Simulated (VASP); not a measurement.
Wanted: the native input for a VASP 6.6.1 run.

```
Task                   : relaxation of cell and atoms
Functional             : r2SCAN
Potentials or basis    : VASP PAW PBE potentials, release 64 (Li_sv, S)
Cutoff                 : 830 eV
k mesh                 : 5 × 5 × 5
Occupations            : tetrahedron
Spin                   : collinear spin
Starting moments       : [0.2, 0.2, 0.2] μB
Dipole correction      : no
Further INCAR settings : ALGO = Normal; EDIFF = 1e-07; IBRION = 2; EDIFFG = -0.01; NSW = 60; ISIF = 3
```

Crystal: Li2S.

```
Li S
1.0
     0.00000    2.88257    2.88257
     2.88257    0.00000    2.88257
     2.88257    2.88257    0.00000
Li S
2 1
Cartesian
  1.4413 1.4413 1.4413
  4.3238 4.3238 4.3238
  0.0000 0.0000 0.0000
```

One way to write it, as run:

POSCAR

```
Li2S
1.0
    0.0000000000      2.8825660000      2.8825660000
    2.8825660000      0.0000000000      2.8825660000
    2.8825660000      2.8825660000      0.0000000000
Li S
2 1
Direct
    0.2500000000      0.2500000000      0.2500000000
    0.7500000000      0.7500000000      0.7500000000
    0.0000000000      0.0000000000      0.0000000000
```

INCAR.step1

```
SYSTEM = Li2S
PREC     = Accurate       ! precision mode
ENCUT    = 830            ! plane-wave cutoff, eV
ISMEAR   = -5             ! smearing method
SIGMA    = 0.1            ! smearing width, eV
LREAL    = .FALSE.        ! projectors in reciprocal space
LASPH    = .TRUE.         ! aspherical terms in the spheres
NELM     = 200            ! most SCF steps
ISPIN    = 2              ! spin polarisation
MAGMOM   = 0.2 0.2 0.2    ! initial moments
GGA      = PE             ! functional
ALGO     = Normal         ! electronic algorithm
EDIFF    = 1E-5           ! SCF threshold, eV
LWAVE    = .TRUE.         ! write WAVECAR
LCHARG   = .FALSE.        ! write CHGCAR
GGA_COMPAT= .FALSE.      
IBRION   = 2              ! ionic algorithm
ISIF     = 3              ! what is computed and relaxed
EDIFFG   = -0.005         ! ionic threshold
NELMIN   = 4            
NSW      = 100            ! ionic steps
```

INCAR.step2

```
SYSTEM = Li2S
PREC     = Accurate       ! precision mode
ENCUT    = 830            ! plane-wave cutoff, eV
EDIFF    = 1E-7           ! SCF threshold, eV
ISMEAR   = -5             ! smearing method
SIGMA    = 0.1            ! smearing width, eV
LREAL    = .FALSE.        ! projectors in reciprocal space
LASPH    = .TRUE.         ! aspherical terms in the spheres
NELM     = 200            ! most SCF steps
ALGO     = Normal         ! electronic algorithm
ISIF     = 3              ! what is computed and relaxed
LWAVE    = .FALSE.        ! write WAVECAR
LCHARG   = .FALSE.        ! write CHGCAR
ISPIN    = 2              ! spin polarisation
MAGMOM   = 0.2 0.2 0.2    ! initial moments
LORBIT   = 11             ! projections on sites
METAGGA  = R2SCAN         ! meta-GGA
LMIXTAU  = .TRUE.       
IBRION   = 2              ! ionic algorithm
NSW      = 60             ! ionic steps
EDIFFG   = -0.01          ! ionic threshold
ISTART   = 1            
GGA_COMPAT= .FALSE.      
NELMIN   = 4
```

KPOINTS

```
regular mesh
0
G
  5 5 5
  0 0 0
```

Potentials or basis: VASP PAW PBE potentials, release 64 (Li_sv, S).

Run with:

```console
$ cat potpaw_PBE.64/Li_sv/POTCAR potpaw_PBE.64/S/POTCAR > POTCAR
$ cp INCAR.step1 INCAR
$ mpirun -np 1 vasp_std > vasp.out
$ cp INCAR.step2 INCAR
$ mpirun -np 1 vasp_std > vasp.out
```

Results of the run:

The relaxed volume is 15.28 Å³/atom and the relaxed cell is a = 4.018 Å, b = 4.018 Å, c = 4.018 Å, α = 60.00°, β = 60.00°, γ = 60.00°. The space group after relaxing (to 0.1 Å) is Fm-3m (No. 225). The energy gained by relaxing is 3.8 meV/atom and the ionic steps are 4. The pressure after relaxing is 0.0 GPa, the band gap on the k mesh is 4.16 eV (least direct gap 5.08 eV) and the net moment is 0.00 μB per cell. The valence electrons inside the program's atomic spheres are Li 2.04; S 3.82.

Caveat: the PAW data sets were made with another functional, which shifts forces and pressure a little; an odd mesh through Γ misses points on the zone boundary, where band edges can lie.

Run time: 7.2 min on 1 thread of AMD EPYC 7R13 Processor (Zen 3) (shared host), peak memory 0.29 GiB.
